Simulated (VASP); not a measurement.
A run of VASP 6.6.1:

Contents of INCAR:

```
ALGO     = Normal         # electronic algorithm
EDIFF    = 1E-7           # SCF threshold, eV
EDIFFG   = -0.01          # ionic threshold
ENCUT    = 500            # plane-wave cutoff, eV
GGA      = PE             # functional
GGA_COMPAT= F            
IBRION   = 2              # ionic algorithm
ISIF     = 3              # what is computed and relaxed
ISMEAR   = 0              # smearing method
IVDW     = 13             # dispersion correction
LASPH    = T              # aspherical terms in the spheres
LCHARG   = F              # write CHGCAR
LREAL    = F              # projectors in reciprocal space
LWAVE    = F              # write WAVECAR
NELM     = 120            # most SCF steps
NELMIN   = 4            
NSW      = 100            # ionic steps
PREC     = Accurate       # precision mode
PSTRESS  = 50.0         
SIGMA    = 0.01           # smearing width, eV
```

The input KPOINTS:

```
k-points
0
Gamma
  5 5 5
```

Contents of POSCAR:

```
CdTe
1.0
    0.0000000000      3.2050000000      3.2050000000
    3.2050000000      0.0000000000      3.2050000000
    3.2050000000      3.2050000000      0.0000000000
Cd Te
1 1
Direct
    0.0000000000      0.0000000000      0.0000000000
    0.2500000000      0.2500000000      0.2500000000
```

Potentials or basis: VASP PAW PBE potentials, release 64 (Cd, Te).

Command:

```console
$ cat potpaw_PBE.64/Cd/POTCAR potpaw_PBE.64/Te/POTCAR > POTCAR
$ mpirun -np 1 vasp_std > vasp.out
```

Hardware: 1 thread of Intel Xeon 8259CL, on a shared host.

Q: How long does it take, and how much memory?

A: It took 61 s on 1 thread of Intel Xeon 8259CL, on a shared host, peak memory 0.21 GiB. Counts: scf iterations 36, k points 10, ion steps 3.
